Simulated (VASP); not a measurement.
# Al (Fm-3m) in VASP: a series of runs

Runs on Al. Level: r2SCAN. Tasks: single point, relaxation of volume and atoms at fixed shape.

All numbers are computed with VASP 6.6.1; they aren't measurements. Logs are shortened: lines on timing, memory, paths and dates and some standing lists are left out, and cuts for length are marked.

### 1 The cell of the first run

Symmetry: Fm-3m, No. 225, cubic system. The conventional cell has a = 3.985 Å, b = 3.985 Å, c = 3.985 Å, α = 90.00°, β = 90.00°, γ = 90.00°. Al (site symmetry m-3m) has 12 Al at 2.82 Å within 3.7 Å.

### 2 Single point, r2SCAN

POSCAR reads:

```
Al
1.0
    0.0000000000      1.9924004354      1.9924004354
    1.9924004354      0.0000000000      1.9924004354
    1.9924004354      1.9924004354      0.0000000000
Al
1
Direct
    0.0000000000      0.0000000000      0.0000000000
```

INCAR.step1 reads:

```
SYSTEM = Al
PREC = Accurate ; ENCUT = 520
ISMEAR = 1 ; SIGMA = 0.05
LREAL = .FALSE. ; LASPH = .TRUE.
NELM = 100 ; NBANDS = 8
GGA = PE ; ALGO = Normal
EDIFF = 1E-4 ; LWAVE = .TRUE.
LCHARG = .FALSE.
```

INCAR.step2 reads:

```
SYSTEM = Al
PREC = Accurate ; ENCUT = 520
EDIFF = 1E-6 ; ISMEAR = 1
SIGMA = 0.05 ; LREAL = .FALSE.
LASPH = .TRUE. ; NELM = 100
ALGO = Normal ; ISIF = 2
LWAVE = .FALSE. ; LCHARG = .FALSE.
METAGGA = R2SCAN ; LMIXTAU = .TRUE.
NBANDS = 8 ; ISTART = 1
```

KPOINTS reads:

```
regular mesh
0
G
  10 10 10
  0 0 0
```

Potentials or basis: VASP PAW PBE potentials, release 64 (Al).

Launch:

```
cat potpaw_PBE.64/Al/POTCAR > POTCAR
cp INCAR.step1 INCAR
mpirun -np 1 vasp_std > vasp.out
cp INCAR.step2 INCAR
mpirun -np 1 vasp_std > vasp.out
```

OUTCAR:

```text
SYSTEM = Al
   PREC = Accurate
   ENCUT = 520
   EDIFF = 1E-6
   ISMEAR = 1
   LREAL = .FALSE.
   LASPH = .TRUE.
   NELM = 100
   ISIF = 2
   METAGGA = R2SCAN
   ISTART = 1

 ion  position               nearest neighbor table
   1  0.000  0.000  0.000-

  LATTYP: Found a face centered cubic cell.
 ALAT       =     3.9848008708

  Lattice vectors:

 A1 = (   0.0000000000,   1.9924004354,   1.9924004354)
 A2 = (   1.9924004354,   0.0000000000,   1.9924004354)
 A3 = (   1.9924004354,   1.9924004354,   0.0000000000)

Analysis of symmetry for initial positions (statically):
=====================================================================
 Subroutine PRICEL returns:
 Original cell was already a primitive cell.

 Routine SETGRP: Setting up the symmetry group for a
 face centered cubic supercell.

 Subroutine GETGRP returns: Found 48 space group operations
 (whereof 48 operations were pure point group operations)
 out of a pool of 48 trial point group operations.

The static configuration has the point symmetry O_h .

Analysis of symmetry for dynamics (positions and initial velocities):
=====================================================================
 Subroutine PRICEL returns:
 Original cell was already a primitive cell.

 Routine SETGRP: Setting up the symmetry group for a
 face centered cubic supercell.

 Subroutine GETGRP returns: Found 48 space group operations
 (whereof 48 operations were pure point group operations)
 out of a pool of 48 trial point group operations.

The dynamic configuration has the point symmetry O_h .

 Subroutine INISYM returns: Found 48 space group operations
 (whereof 48 operations are pure point group operations),
 and found     1 'primitive' translations

----------------------------------------------------------------------------------------

                                     Primitive cell

  volume of cell :      15.8183

  direct lattice vectors                    reciprocal lattice vectors
     0.000000000  1.992400435  1.992400435    -0.250953569  0.250953569  0.250953569
     1.992400435  0.000000000  1.992400435     0.250953569 -0.250953569  0.250953569
     1.992400435  1.992400435  0.000000000     0.250953569  0.250953569 -0.250953569

  length of vectors
     2.817679717  2.817679717  2.817679717     0.434664332  0.434664332  0.434664332

  position of ions in fractional coordinates (direct lattice)
     0.000000000  0.000000000  0.000000000

  ion indices of the primitive-cell ions
   primitive index   ion index
                 1           1

----------------------------------------------------------------------------------------

 KPOINTS: regular mesh

Automatic generation of k-mesh.
 Grid dimensions read from file:
 generate k-points for:   10   10   10

 Generating k-lattice:

  Cartesian coordinates                     Fractional coordinates (reciprocal lattice)
    -0.025095357  0.025095357  0.025095357     0.100000000  0.000000000  0.000000000
     0.025095357 -0.025095357  0.025095357     0.000000000  0.100000000  0.000000000
     0.025095357  0.025095357 -0.025095357     0.000000000  0.000000000  0.100000000

  Length of vectors
     0.043466433  0.043466433  0.043466433

  Shift w.r.t. Gamma in fractional coordinates (k-lattice)
     0.000000000  0.000000000  0.000000000

 Subroutine IBZKPT returns following result:
 ===========================================

 Found     47 irreducible k-points:

 Following reciprocal coordinates:
            Coordinates               Weight
  0.000000  0.000000  0.000000      1.000000
  0.100000  0.000000  0.000000      8.000000
  0.200000  0.000000  0.000000      8.000000
  0.300000  0.000000  0.000000      8.000000
  0.400000  0.000000  0.000000      8.000000
  0.500000  0.000000  0.000000      4.000000
[... 16 lines left out ...]
  0.300000  0.300000  0.000000      6.000000
  0.400000  0.300000  0.000000     24.000000
 [... further k-points ...]
   k-points           NKPTS =     47   k-points in BZ     NKDIM =     47   number of bands    NBANDS=      8
   number of dos      NEDOS =    301   number of ions     NIONS =      1
   total plane-waves  NPLWV =  13824
   dimension x,y,z NGX =    24 NGY =   24 NGZ =   24
   dimension x,y,z NGXF=    48 NGYF=   48 NGZF=   48
   ions per type =               1
   NGX,Y,Z   is equivalent  to a cutoff of  14.16, 14.16, 14.16 a.u.
   NGXF,Y,Z  is equivalent  to a cutoff of  28.32, 28.32, 28.32 a.u.
 SYSTEM =  Al
   PREC   = accura    normal or accurate (medium, high low for compatibility)
   ISTART =      1    job   : 0-new  1-cont  2-samecut
   ICHARG =      0    charge: 1-file 2-atom 10-const
   ISPIN  =      1    spin polarized calculation?
   LNONCOLLINEAR =      F non collinear calculations
   LSORBIT =      F    spin-orbit coupling
   LASPH  =      T    aspherical Exc in radial PAW
   ENCUT  =  520.0 eV  38.22 Ry    6.18 a.u.   5.24  5.24  5.24*2*pi/ulx,y,z
   NELM   =    100;   NELMIN=  2; NELMDL=  0     # of ELM steps
   EDIFF  = 0.1E-05   stopping-criterion for ELM
   LREAL  =      F    real-space projection
   EDIFFG = 0.1E-04   stopping-criterion for IOM
   NSW    =      0    number of steps for IOM
   IBRION =     -1    ionic relax: 0-MD 1-quasi-New 2-CG
   NFREE  =      0    steps in history (QN), initial steepest desc. (CG)
   ISIF   =      2    stress and relaxation
   ISYM   =      2    0-nonsym 1-usesym 2-fastsym
   POTIM  = 0.5000    time-step for ionic-motion
   TEBEG  =    0.0;   TEEND  =   0.0 temperature during run
   PSTRESS=    0.0 pullay stress
   NELECT =       3.0000    total number of electrons
   NUPDOWN=      -1.0000    fix difference up-down
   EMIN   =  10.00;   EMAX   =-10.00  energy-range for DOS
   EFERMI =   0.00;   METHOD = LEGACY
   ISMEAR =     1;   SIGMA  =   0.05  broadening in eV -4-tet -1-fermi 0-gaus
   EFERMI_NEDOS =   21; number of points for ismear=-14 and -15
   IALGO  =     38    algorithm
   IMIX   =      4    mixing-type and parameters
     AMIX     =   0.40;   BMIX     =  1.00
     AMIX_MAG =   1.60;   BMIX_MAG =  1.00
  volume/ion in A,a.u.               =      15.82       106.75
  Fermi-wavevector in a.u.,A,eV,Ry     =   0.940579  1.777437 12.036923  0.884689
  Thomas-Fermi vector in A             =   2.068005
   LORBIT       =      0    0 simple, 1 ext, 2 COOP (PROOUT), +10 PAW based schemes
   METAGGA = R2SCAN    functional components
   LHFCALC =     F    Hartree Fock is set to
   AEXX    =    0.0000 exact exchange contribution
   IVDW    =     0    specifies the selected vdW correction
   LEPSILON=     F    determine dielectric tensor
   LRPA    =     F    only Hartree local field effects (RPA)
 non-spin polarized calculation
 Methfessel and Paxton  Order N= 1 SIGMA  =   0.05
  energy-cutoff  :      520.00
  volume of cell :       15.82
 maximum number of plane-waves:       444
 NGX is ok and might be reduce to    24
   NGX = 11   NGY = 11   NGZ = 11

 number of electron       3.0000000 magnetization

 Free energy of the ion-electron system (eV)
  ---------------------------------------------------
  ext. energy  EPLUGINS =         0.00000000
  ---------------------------------------------------
  free energy    TOTEN  =        -6.72324729 eV

  energy without entropy =       -6.72295844  energy(sigma->0) =       -6.72315101

 E-fermi :   8.4846     XC(G=0): -11.0659

 val. band max:        8.4584288220   @ k =  -0.4000   0.4000   0.1000
 cond. band min:       8.6890284637   @ k =  -0.3000   0.2000   0.0000
 fundamental gap:      0.2305996417
 Fermi energy:         8.4845916960

 k-point     1 :       0.0000    0.0000    0.0000
  band No.  band energies     occupation
      1      -3.6787      2.00000
      2      22.0261      0.00000
      3      22.0261      0.00000
      4      22.0261      0.00000
      5      24.2750      0.00000
      6      24.2750      0.00000
      7      24.2750      0.00000
      8      26.1286      0.00000

 k-point     2 :       0.1000    0.0000    0.0000
  band No.  band energies     occupation
      1      -3.3819      2.00000
      2      18.5968      0.00000
      3      21.3953      0.00000
      4      21.3953      0.00000
      5      24.7147      0.00000
      6      25.3707      0.00000
      7      25.3707      0.00000
      8      28.1169      0.00000

 k-point     3 :       0.2000    0.0000    0.0000
  band No.  band energies     occupation
      1      -2.4955      2.00000
      2      14.2667      0.00000
      3      20.6394      0.00000
      4      20.6394      0.00000
      5      24.3300      0.00000
      6      25.6420      0.00000
      7      25.6420      0.00000
      8      27.7893      0.00000

 k-point     4 :       0.3000    0.0000    0.0000
  band No.  band energies     occupation
      1      -1.0307      2.00000
      2      10.2538      0.00000
      3      20.2765      0.00000
      4      20.2765      0.00000
      5      23.6806      0.00000
      6      23.6806      0.00000
      7      24.1038      0.00000
      8      28.0380      0.00000

 k-point     5 :       0.4000    0.0000    0.0000
  band No.  band energies     occupation
      1       0.9921      2.00000
      2       6.6846      2.00000
      3      20.3686      0.00000
      4      20.3686      0.00000
      5      22.1284      0.00000
      6      22.1284      0.00000
      7      24.2856      0.00000
      8      26.4106      0.00000
[... 177 lines left out ...]
 k-point    22 :      -0.2000    0.2000    0.0000
  band No.  band energies     occupation
      1      -0.5461      2.00000
      2      11.7327      0.00000
      3      13.5731      0.00000
      4      20.7463      0.00000
      5      22.9366      0.00000
      6      25.0868      0.00000
      7      26.6278      0.00000
      8      27.5916      0.00000

 k-point    23 :       0.3000    0.3000    0.0000
  band No.  band energies     occupation
      1      -0.1606      2.00000
      2      14.8465      0.00000
      3      15.4923      0.00000
      4      16.0048      0.00000
      5      16.0048      0.00000
      6      20.2145      0.00000
      7      32.6906      0.00000
      8      34.1636      0.00000

 k-point    24 :       0.4000    0.3000    0.0000
  band No.  band energies     occupation
      1       1.2757      2.00000
      2      12.1057      0.00000
      3      12.7637      0.00000
      4      15.5919      0.00000
      5      16.9188      0.00000
      6      21.1389      0.00000
      7      32.0070      0.00000
      8      34.5572      0.00000

 [... further k-points ...]
[... 5 lines left out ...]
  --------------------------------------------------------------------------------------
  -------------------------------------------------------------------------------------
  Total       -0.0324730     -0.0324730     -0.0324730      0.0000000      0.0000000     -0.0000000
  in kB       -3.2890694     -3.2890694     -3.2890694      0.0000000      0.0000000     -0.0000000
  external PRESSURE =      -3.2890694 kB  Pullay stress =       0.0000000 kB

 VOLUME and BASIS-vectors are now :
 -----------------------------------------------------------------------------
  energy-cutoff  :      520.00
  volume of cell :       15.82
      direct lattice vectors                 reciprocal lattice vectors
     0.000000000  1.992400435  1.992400435    -0.250953569  0.250953569  0.250953569
     1.992400435  0.000000000  1.992400435     0.250953569 -0.250953569  0.250953569
     1.992400435  1.992400435  0.000000000     0.250953569  0.250953569 -0.250953569

 POSITION                                       TOTAL-FORCE (eV/Angst)
 -----------------------------------------------------------------------------------
      0.00000      0.00000      0.00000         0.000000      0.000000      0.000000
 -----------------------------------------------------------------------------------
    total drift:                                0.000000     -0.000000     -0.000000

  FREE ENERGIE OF THE ION-ELECTRON SYSTEM (eV)
  ---------------------------------------------------
  free  energy   TOTEN  =        -6.7232472942 eV

  energy  without entropy=       -6.7229584438  energy(sigma->0) =       -6.72315101
```

Wall time 13 s (1 thread of Intel Xeon Platinum 8488C (Sapphire Rapids), shared host); peak memory 0.13 GiB.

Results:

```
Free energy : -6.7232 eV
Pressure    : -0.3 GPa
```

Caveat: the PAW data sets were made with another functional, which shifts forces and pressure a little.

(Part 1 of 2 ends here.)
